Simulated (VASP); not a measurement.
Crystal: LuAlN2.

```
Al Lu N
1.0
     1.57002    0.90645    5.06199
    -1.57002    0.90645    5.06199
     0.00000   -1.81290    5.06199
Al Lu N
1 1 2
Direct
  0.00000 0.00000 0.00000
  0.50000 0.50000 0.50000
  0.25952 0.25952 0.25952
  0.74048 0.74048 0.74048
```

Base run:

| Item | Value |
| --- | --- |
| Program | VASP 6.6.1 |
| Functional | r2SCAN |
| Potentials or basis | VASP PAW PBE potentials, release 64 (Al, Lu, N) |
| Cutoff | 520 eV |
| k mesh | 10 × 10 × 10 |
| Occupations | gaussian, width 0.01 eV |
| Spin | no spin polarisation |

Its results: band gap on the k mesh 1.05 eV (least direct gap 2.62 eV); pressure 0.9 GPa; largest force 0.126 eV/Å.

Problem. The run is repeated on the same cell with these changes: functional from r2SCAN to PBE. What comes out?

Solution. Band gap on the k mesh 0.62 eV (least direct gap 2.14 eV); pressure 5.0 GPa; largest force 0.125 eV/Å.

Caveats: spin-orbit coupling is left out, which moves the levels of the heavy elements; the PAW data sets were made with another functional, which shifts forces and pressure a little (at least some runs); the cell stands under pressure (at least some runs).

A k mesh can miss the band edges.
